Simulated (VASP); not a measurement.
# AgI (F-43m) in VASP: notebook

AgI is run at these levels: r2SCAN; tasks: single point, relaxation of cell and atoms.

Program: VASP 6.6.1. These are calculated values, not measurements. Logs are shortened: lines on timing, memory, paths and dates and some standing lists are left out, and cuts for length are marked.

## Step 1: The cell of the first run

It takes space group F-43m (No. 216, cubic). The conventional cell has a = 6.450 Å, b = 6.450 Å, c = 6.450 Å, α = 90.00°, β = 90.00°, γ = 90.00°. Ag (site symmetry -43m) has 4 I at 2.79 Å within 3.7 Å. Within 3.7 Å of I (site symmetry -43m) lie 4 Ag at 2.79 Å.

## Step 2: Single point, r2SCAN

Input file POSCAR:

```
AgI
1.0
    0.0000000000      3.2247518254      3.2247518254
    3.2247518254      0.0000000000      3.2247518254
    3.2247518254      3.2247518254      0.0000000000
Ag I
1 1
Direct
    0.0000000000      0.0000000000      0.0000000000
    0.7500000000      0.7500000000      0.7500000000
```

Input file INCAR.step1:

```
PREC = Accurate
ENCUT = 550
ISMEAR = 0
SIGMA = 0.01
LREAL = F
LASPH = T
NELM = 120
NBANDS = 16
GGA = PE
ALGO = Normal
EDIFF = 1E-5
LWAVE = T
LCHARG = F
GGA_COMPAT = F
```

Input file INCAR.step2:

```
PREC = Accurate
ENCUT = 550
EDIFF = 1E-6
ISMEAR = 0
SIGMA = 0.01
LREAL = F
LASPH = T
NELM = 120
ALGO = Normal
ISIF = 2
LWAVE = F
LCHARG = F
METAGGA = R2SCAN
LMIXTAU = T
NBANDS = 16
ISTART = 1
GGA_COMPAT = F
```

Input file KPOINTS:

```
regular mesh
0
Gamma
  8 8 8
```

Potentials or basis: VASP PAW PBE potentials, release 64 (Ag, I).

Launch:

```console
cat potpaw_PBE.64/Ag/POTCAR potpaw_PBE.64/I/POTCAR > POTCAR
cp INCAR.step1 INCAR
mpirun -np 1 vasp_std > vasp.out
cp INCAR.step2 INCAR
mpirun -np 1 vasp_std > vasp.out
```

OUTCAR:

```text
PREC = Accurate
   ENCUT = 550
   EDIFF = 1E-6
   ISMEAR = 0
   LREAL = F
   LASPH = T
   NELM = 120
   ISIF = 2
   METAGGA = R2SCAN
   ISTART = 1

 ion  position               nearest neighbor table
   1  0.000  0.000  0.000-   2 2.79   2 2.79   2 2.79   2 2.79
   2  0.750  0.750  0.750-   1 2.79   1 2.79   1 2.79   1 2.79

  LATTYP: Found a face centered cubic cell.
 ALAT       =     6.4495036508

  Lattice vectors:

 A1 = (   0.0000000000,   3.2247518254,   3.2247518254)
 A2 = (   3.2247518254,   0.0000000000,   3.2247518254)
 A3 = (   3.2247518254,   3.2247518254,   0.0000000000)

Analysis of symmetry for initial positions (statically):
=====================================================================
 Subroutine PRICEL returns:
 Original cell was already a primitive cell.

 Routine SETGRP: Setting up the symmetry group for a
 face centered cubic supercell.

 Subroutine GETGRP returns: Found 24 space group operations
 (whereof 24 operations were pure point group operations)
 out of a pool of 48 trial point group operations.

The static configuration has the point symmetry T_d .

Analysis of symmetry for dynamics (positions and initial velocities):
=====================================================================
 Subroutine PRICEL returns:
 Original cell was already a primitive cell.

 Routine SETGRP: Setting up the symmetry group for a
 face centered cubic supercell.

 Subroutine GETGRP returns: Found 24 space group operations
 (whereof 24 operations were pure point group operations)
 out of a pool of 48 trial point group operations.

The dynamic configuration has the point symmetry T_d .

 Subroutine INISYM returns: Found 24 space group operations
 (whereof 24 operations are pure point group operations),
 and found     1 'primitive' translations

----------------------------------------------------------------------------------------

                                     Primitive cell

  volume of cell :      67.0685

  direct lattice vectors                    reciprocal lattice vectors
     0.000000000  3.224751825  3.224751825    -0.155050691  0.155050691  0.155050691
     3.224751825  0.000000000  3.224751825     0.155050691 -0.155050691  0.155050691
     3.224751825  3.224751825  0.000000000     0.155050691  0.155050691 -0.155050691

  length of vectors
     4.560487767  4.560487767  4.560487767     0.268555675  0.268555675  0.268555675

  position of ions in fractional coordinates (direct lattice)
     0.000000000  0.000000000  0.000000000
     0.750000000  0.750000000  0.750000000

  ion indices of the primitive-cell ions
   primitive index   ion index
                 1           1
                 2           2

----------------------------------------------------------------------------------------

 KPOINTS: regular mesh

Automatic generation of k-mesh.
 Grid dimensions read from file:
 generate k-points for:    8    8    8

 Generating k-lattice:

  Cartesian coordinates                     Fractional coordinates (reciprocal lattice)
    -0.019381336  0.019381336  0.019381336     0.125000000  0.000000000  0.000000000
     0.019381336 -0.019381336  0.019381336     0.000000000  0.125000000  0.000000000
     0.019381336  0.019381336 -0.019381336     0.000000000  0.000000000  0.125000000

  Length of vectors
     0.033569459  0.033569459  0.033569459

  Shift w.r.t. Gamma in fractional coordinates (k-lattice)
     0.000000000  0.000000000  0.000000000

 Subroutine IBZKPT returns following result:
 ===========================================

 Found     29 irreducible k-points:

 Following reciprocal coordinates:
            Coordinates               Weight
  0.000000  0.000000  0.000000      1.000000
  0.125000  0.000000  0.000000      8.000000
  0.250000  0.000000  0.000000      8.000000
  0.375000  0.000000  0.000000      8.000000
  0.500000  0.000000  0.000000      4.000000
  0.125000  0.125000  0.000000      6.000000
[... 16 lines left out ...]
  0.500000  0.250000  0.125000     48.000000
 -0.375000  0.250000  0.125000     24.000000
 [... further k-points ...]
   k-points           NKPTS =     29   k-points in BZ     NKDIM =     29   number of bands    NBANDS=     16
   number of dos      NEDOS =    301   number of ions     NIONS =      2
   total plane-waves  NPLWV =  46656
   dimension x,y,z NGX =    36 NGY =   36 NGZ =   36
   dimension x,y,z NGXF=    72 NGYF=   72 NGZF=   72
   ions per type =               1   1
   NGX,Y,Z   is equivalent  to a cutoff of  13.12, 13.12, 13.12 a.u.
   NGXF,Y,Z  is equivalent  to a cutoff of  26.25, 26.25, 26.25 a.u.
 SYSTEM =  unknown system
   PREC   = accura    normal or accurate (medium, high low for compatibility)
   ISTART =      1    job   : 0-new  1-cont  2-samecut
   ICHARG =      0    charge: 1-file 2-atom 10-const
   ISPIN  =      1    spin polarized calculation?
   LNONCOLLINEAR =      F non collinear calculations
   LSORBIT =      F    spin-orbit coupling
   LASPH  =      T    aspherical Exc in radial PAW
   ENCUT  =  550.0 eV  40.42 Ry    6.36 a.u.   8.72  8.72  8.72*2*pi/ulx,y,z
   NELM   =    120;   NELMIN=  2; NELMDL=  0     # of ELM steps
   EDIFF  = 0.1E-05   stopping-criterion for ELM
   LREAL  =      F    real-space projection
   EDIFFG = 0.1E-04   stopping-criterion for IOM
   NSW    =      0    number of steps for IOM
   IBRION =     -1    ionic relax: 0-MD 1-quasi-New 2-CG
   NFREE  =      0    steps in history (QN), initial steepest desc. (CG)
   ISIF   =      2    stress and relaxation
   ISYM   =      2    0-nonsym 1-usesym 2-fastsym
   POTIM  = 0.5000    time-step for ionic-motion
   TEBEG  =    0.0;   TEEND  =   0.0 temperature during run
   PSTRESS=    0.0 pullay stress
   NELECT =      18.0000    total number of electrons
   NUPDOWN=      -1.0000    fix difference up-down
   EMIN   =  10.00;   EMAX   =-10.00  energy-range for DOS
   EFERMI =   0.00;   METHOD = LEGACY
   ISMEAR =     0;   SIGMA  =   0.01  broadening in eV -4-tet -1-fermi 0-gaus
   EFERMI_NEDOS =   21; number of points for ismear=-14 and -15
   IALGO  =     38    algorithm
   IMIX   =      4    mixing-type and parameters
     AMIX     =   0.40;   BMIX     =  1.00
     AMIX_MAG =   1.60;   BMIX_MAG =  1.00
  volume/ion in A,a.u.               =      33.53       226.30
  Fermi-wavevector in a.u.,A,eV,Ry     =   1.055989  1.995530 15.172029  1.115113
  Thomas-Fermi vector in A             =   2.191208
   LORBIT       =      0    0 simple, 1 ext, 2 COOP (PROOUT), +10 PAW based schemes
   METAGGA = R2SCAN    functional components
   LHFCALC =     F    Hartree Fock is set to
   AEXX    =    0.0000 exact exchange contribution
   IVDW    =     0    specifies the selected vdW correction
   LEPSILON=     F    determine dielectric tensor
   LRPA    =     F    only Hartree local field effects (RPA)
 non-spin polarized calculation
 Gauss-broadening in eV      SIGMA  =   0.01
  energy-cutoff  :      550.00
  volume of cell :       67.07
 maximum number of plane-waves:      1989
   NGX = 17   NGY = 17   NGZ = 17

 number of electron      17.9999998 magnetization

 Free energy of the ion-electron system (eV)
  ---------------------------------------------------
  ext. energy  EPLUGINS =         0.00000000
  ---------------------------------------------------
  free energy    TOTEN  =       -46.50423235 eV

  energy without entropy =      -46.50423235  energy(sigma->0) =      -46.50423235

 E-fermi :   3.2311     XC(G=0):  -9.0481

 val. band max:        3.1184824126   @ k =   0.0000   0.0000   0.0000
 cond. band min:       4.9095271274   @ k =   0.0000   0.0000   0.0000
 fundamental gap:      1.7910447148
 Fermi energy:         3.2310667456

 k-point     1 :       0.0000    0.0000    0.0000
  band No.  band energies     occupation
      1     -10.2184      2.00000
      2      -1.3534      2.00000
      3      -1.3534      2.00000
      4      -1.3534      2.00000
      5      -0.0789      2.00000
      6      -0.0789      2.00000
[... 8 lines left out ...]
     15      13.6600      0.00000
     16      13.6600      0.00000

 k-point     2 :       0.1250    0.0000    0.0000
  band No.  band energies     occupation
      1     -10.1737      2.00000
      2      -1.3753      2.00000
      3      -1.3241      2.00000
      4      -1.3241      2.00000
      5      -0.0828      2.00000
      6      -0.0828      2.00000
[... 8 lines left out ...]
     15      13.0130      0.00000
     16      13.1832      0.00000

 k-point     3 :       0.2500    0.0000    0.0000
  band No.  band energies     occupation
      1     -10.0625      2.00000
      2      -1.3955      2.00000
      3      -1.2550      2.00000
      4      -1.2550      2.00000
      5      -0.0823      2.00000
      6      -0.0823      2.00000
[... 8 lines left out ...]
     15      12.8018      0.00000
     16      12.8800      0.00000

 k-point     4 :       0.3750    0.0000    0.0000
  band No.  band energies     occupation
      1      -9.9463      2.00000
      2      -1.3369      2.00000
      3      -1.1900      2.00000
      4      -1.1900      2.00000
      5      -0.0627      2.00000
      6      -0.0627      2.00000
[... 8 lines left out ...]
     15      13.5883      0.00000
     16      13.5883      0.00000
[... 324 lines left out ...]
 k-point    22 :       0.3750    0.2500    0.1250
  band No.  band energies     occupation
      1      -9.9783      2.00000
      2      -1.4502      2.00000
      3      -1.1642      2.00000
      4      -1.1451      2.00000
      5      -0.1250      2.00000
      6      -0.0362      2.00000
[... 8 lines left out ...]
     15      14.1228      0.00000
     16      15.2980      0.00000

 k-point    23 :       0.5000    0.2500    0.1250
  band No.  band energies     occupation
      1      -9.8839      2.00000
      2      -1.3449      2.00000
      3      -1.1355      2.00000
      4      -1.0393      2.00000
      5      -0.0901      2.00000
      6      -0.0439      2.00000
[... 8 lines left out ...]
     15      14.6080      0.00000
     16      15.0436      0.00000

 k-point    24 :      -0.3750    0.2500    0.1250
  band No.  band energies     occupation
      1      -9.8439      2.00000
      2      -1.2436      2.00000
      3      -1.1382      2.00000
      4      -0.9667      2.00000
      5      -0.1192      2.00000
      6      -0.0319      2.00000
[... 8 lines left out ...]
     15      14.2899      0.00000
     16      15.0616      0.00000

 [... further k-points ...]
[... 5 lines left out ...]
  --------------------------------------------------------------------------------------
  -------------------------------------------------------------------------------------
  Total        0.7767313      0.7767313      0.7767313     -0.0000000      0.0000000      0.0000000
  in kB       18.5550658     18.5550658     18.5550658     -0.0000000      0.0000000      0.0000000
  external PRESSURE =      18.5550658 kB  Pullay stress =       0.0000000 kB

 VOLUME and BASIS-vectors are now :
 -----------------------------------------------------------------------------
  energy-cutoff  :      550.00
  volume of cell :       67.07
      direct lattice vectors                 reciprocal lattice vectors
     0.000000000  3.224751825  3.224751825    -0.155050691  0.155050691  0.155050691
     3.224751825  0.000000000  3.224751825     0.155050691 -0.155050691  0.155050691
     3.224751825  3.224751825  0.000000000     0.155050691  0.155050691 -0.155050691

 POSITION                                       TOTAL-FORCE (eV/Angst)
 -----------------------------------------------------------------------------------
      0.00000      0.00000      0.00000         0.000000      0.000000      0.000000
      4.83713      4.83713      4.83713        -0.000000     -0.000000     -0.000000
 -----------------------------------------------------------------------------------
    total drift:                               -0.000000     -0.000000     -0.000000

  FREE ENERGIE OF THE ION-ELECTRON SYSTEM (eV)
  ---------------------------------------------------
  free  energy   TOTEN  =       -46.5042323542 eV

  energy  without entropy=      -46.5042323542  energy(sigma->0) =      -46.50423235
```

It took 59 s on 1 thread of Intel Xeon 6975P-C (Granite Rapids), shared host; peak memory 0.23 GiB.

Results:

| Item | Value |
| --- | --- |
| Free energy | -46.5042 eV |
| Pressure | 1.9 GPa |
| Band gap on the k mesh | 1.79 eV |

Levels at points of the mesh, in eV from the valence-band top:
```csv
k point,band 7,band 8,band 9,band 10,band 11,band 12
"(0.00, 0.00, 0.00)",0.00,0.00,0.00,1.79,6.19,6.19
"(0.50, 0.00, 0.00)",-3.04,-0.77,-0.77,3.19,6.63,6.63
"(0.50, 0.50, 0.00)",-2.68,-1.90,-1.90,3.82,4.19,9.08
```

Caveat: the PAW data sets were made with another functional, which shifts forces and pressure a little; spin-orbit coupling is left out, which moves the levels of the heavy elements.

## Step 3: Single point, r2SCAN

This run uses another cell than the first one, of 34.46 Å³/atom.

Input file POSCAR:

```
AgI
1.0
    0.0000000000      3.2543009403      3.2543009403
    3.2543009403      0.0000000000      3.2543009403
    3.2543009403      3.2543009403      0.0000000000
Ag I
1 1
Direct
    0.0000000000      0.0000000000      0.0000000000
    0.7500000000      0.7500000000      0.7500000000
```

Input file INCAR.step1:

```
SYSTEM = AgI
PREC = Accurate
ENCUT = 550
ISMEAR = 0
SIGMA = 0.01
LREAL = .False.
LASPH = .True.
NELM = 120
NBANDS = 16
GGA = PE
ALGO = Normal
EDIFF = 1E-5
LWAVE = .True.
LCHARG = .False.
GGA_COMPAT = .False.
```

Input file INCAR.step2:

```
SYSTEM = AgI
PREC = Accurate
ENCUT = 550
EDIFF = 1E-6
ISMEAR = 0
SIGMA = 0.01
LREAL = .False.
LASPH = .True.
NELM = 120
ALGO = Normal
ISIF = 2
LWAVE = .False.
LCHARG = .False.
METAGGA = R2SCAN
LMIXTAU = .True.
NBANDS = 16
ISTART = 1
GGA_COMPAT = .False.
```

Input file KPOINTS:

```
Automatic mesh
0
Gamma
  8 8 8
  0 0 0
```

Potentials or basis: VASP PAW PBE potentials, release 64 (Ag, I).

Launch:

```console
cat potpaw_PBE.64/Ag/POTCAR potpaw_PBE.64/I/POTCAR > POTCAR
cp INCAR.step1 INCAR
mpirun -np 1 vasp_std > vasp.out
cp INCAR.step2 INCAR
mpirun -np 1 vasp_std > vasp.out
```

Wall time 60 s (1 thread of Intel Xeon 6975P-C (Granite Rapids), shared host); peak memory 0.23 GiB.

It converged, with:

```yaml
Free_energy: -46.5204 eV
Pressure: 0.9 GPa
Band_gap_on_the_k_mesh: 1.79 eV
```

Levels at points of the mesh, in eV from the valence-band top:
```tsv
k point	band 7	band 8	band 9	band 10	band 11	band 12
(0.00, 0.00, 0.00)	0.00	0.00	0.00	1.79	6.25	6.25
(0.50, 0.00, 0.00)	-2.93	-0.73	-0.73	3.21	6.67	6.67
(0.50, 0.50, 0.00)	-2.57	-1.80	-1.80	3.90	4.21	8.97
```

Caveat: the PAW data sets were made with another functional, which shifts forces and pressure a little; spin-orbit coupling is left out, which moves the levels of the heavy elements.

## Step 4: Single point, r2SCAN

This run uses another cell than the first one, of 35.57 Å³/atom.

Input file POSCAR:

```
AgI
1.0
    0.0000000000      3.2886554208      3.2886554208
    3.2886554208      0.0000000000      3.2886554208
    3.2886554208      3.2886554208      0.0000000000
Ag I
1 1
Direct
    0.0000000000      0.0000000000      0.0000000000
    0.7500000000      0.7500000000      0.7500000000
```

Input file INCAR.step1:

```
  ALGO = Normal
  EDIFF = 1E-5
  ENCUT = 550
  GGA = PE
  GGA_COMPAT = False
  ISMEAR = -1
  LASPH = True
  LCHARG = False
  LREAL = False
  LWAVE = True
  NBANDS = 16
  NELM = 120
  PREC = Accurate
  SIGMA = 0.1
```

Input file INCAR.step2:

```
  ALGO = Normal
  EDIFF = 1E-6
  ENCUT = 550
  GGA_COMPAT = False
  ISIF = 2
  ISMEAR = -1
  ISTART = 1
  LASPH = True
  LCHARG = True
  LELF = True
  LMIXTAU = True
  LREAL = False
  LVHAR = True
  LWAVE = False
  METAGGA = R2SCAN
  NBANDS = 16
  NELM = 120
  PREC = Accurate
  SIGMA = 0.1
```

Input file KPOINTS:

```
k-points
0
Gamma
  14 14 14
```

Potentials or basis: VASP PAW PBE potentials, release 64 (Ag, I).

Launch:

```console
cat potpaw_PBE.64/Ag/POTCAR potpaw_PBE.64/I/POTCAR > POTCAR
cp INCAR.step1 INCAR
mpirun -np 1 vasp_std > vasp.out
cp INCAR.step2 INCAR
mpirun -np 1 vasp_std > vasp.out
```

OUTCAR:

```text
EDIFF = 1E-6
   ENCUT = 550
   ISIF = 2
   ISMEAR = -1
   ISTART = 1
   LASPH = True
   LREAL = False
   METAGGA = R2SCAN
   NELM = 120
   PREC = Accurate

 ion  position               nearest neighbor table
   1  0.000  0.000  0.000-   2 2.85   2 2.85   2 2.85   2 2.85
   2  0.750  0.750  0.750-   1 2.85   1 2.85   1 2.85   1 2.85

  LATTYP: Found a face centered cubic cell.
 ALAT       =     6.5773108416

  Lattice vectors:

[... 641 lines left out ...]

------------------------ aborting loop because EDIFF is reached ----------------------------------------

  FORCE on cell =-STRESS in cart. coord.  units (eV):
  Direction    XX          YY          ZZ          XY          YZ          ZX
  --------------------------------------------------------------------------------------
  -------------------------------------------------------------------------------------
  Total       -0.0532370     -0.0532370     -0.0532370      0.0000000      0.0000000     -0.0000000
  in kB       -1.1990539     -1.1990539     -1.1990539      0.0000000      0.0000000     -0.0000000
  external PRESSURE =      -1.1990539 kB  Pullay stress =       0.0000000 kB

 VOLUME and BASIS-vectors are now :
 -----------------------------------------------------------------------------
  energy-cutoff  :      550.00
  volume of cell :       71.14
      direct lattice vectors                 reciprocal lattice vectors
     0.000000000  3.288655421  3.288655421    -0.152037820  0.152037820  0.152037820
     3.288655421  0.000000000  3.288655421     0.152037820 -0.152037820  0.152037820
     3.288655421  3.288655421  0.000000000     0.152037820  0.152037820 -0.152037820

 POSITION                                       TOTAL-FORCE (eV/Angst)
 -----------------------------------------------------------------------------------
      0.00000      0.00000      0.00000        -0.000000     -0.000000      0.000000
      4.93298      4.93298      4.93298         0.000000      0.000000     -0.000000
 -----------------------------------------------------------------------------------
    total drift:                                0.000000      0.000000      0.000000

  FREE ENERGIE OF THE ION-ELECTRON SYSTEM (eV)
  ---------------------------------------------------
  free  energy   TOTEN  =       -46.5258703378 eV

  energy  without entropy=      -46.5258677292  energy(sigma->0) =      -46.52586903
```

OSZICAR.step1:

```text
N       E                     dE             d eps       ncg     rms          rms(c)
DAV:   1     0.945414852694E+02    0.94541E+02   -0.78589E+03  3336   0.982E+02
DAV:   2    -0.131486468974E+01   -0.95856E+02   -0.89529E+02  4024   0.198E+02
DAV:   3    -0.481901010514E+01   -0.35041E+01   -0.34958E+01  4120   0.393E+01
DAV:   4    -0.487249815559E+01   -0.53488E-01   -0.53486E-01  5112   0.457E+00
DAV:   5    -0.487264489045E+01   -0.14673E-03   -0.14673E-03  4440   0.229E-01    0.477E+00
DAV:   6    -0.478905823429E+01    0.83587E-01   -0.22771E-01  3872   0.668E+00    0.362E+00
DAV:   7    -0.478843774833E+01    0.62049E-03   -0.42529E-02  3592   0.121E+00    0.157E+00
DAV:   8    -0.478876483702E+01   -0.32709E-03   -0.25508E-03  4176   0.446E-01    0.256E-01
DAV:   9    -0.478897522816E+01   -0.21039E-03   -0.40296E-04  4240   0.230E-01    0.575E-02
DAV:  10    -0.478901566647E+01   -0.40438E-04   -0.26760E-05  4352   0.523E-02    0.205E-02
DAV:  11    -0.478905468029E+01   -0.39014E-04   -0.51967E-05  3912   0.498E-02    0.141E-02
DAV:  12    -0.478905427554E+01    0.40475E-06   -0.21455E-06  3224   0.146E-02
   1 F= -.47890543E+01 E0= -.47890451E+01  d E =-.183989E-04
```

It took 3.5 min on 1 thread of Intel Xeon 6975P-C (Granite Rapids), shared host; peak memory 0.31 GiB.

What came out:

- Free energy: -46.5259 eV
- Pressure: -0.1 GPa
- Band gap on the k mesh: 1.79 eV

Caveat: the PAW data sets were made with another functional, which shifts forces and pressure a little; spin-orbit coupling is left out, which moves the levels of the heavy elements.

(Part 1 of 2 ends here.)
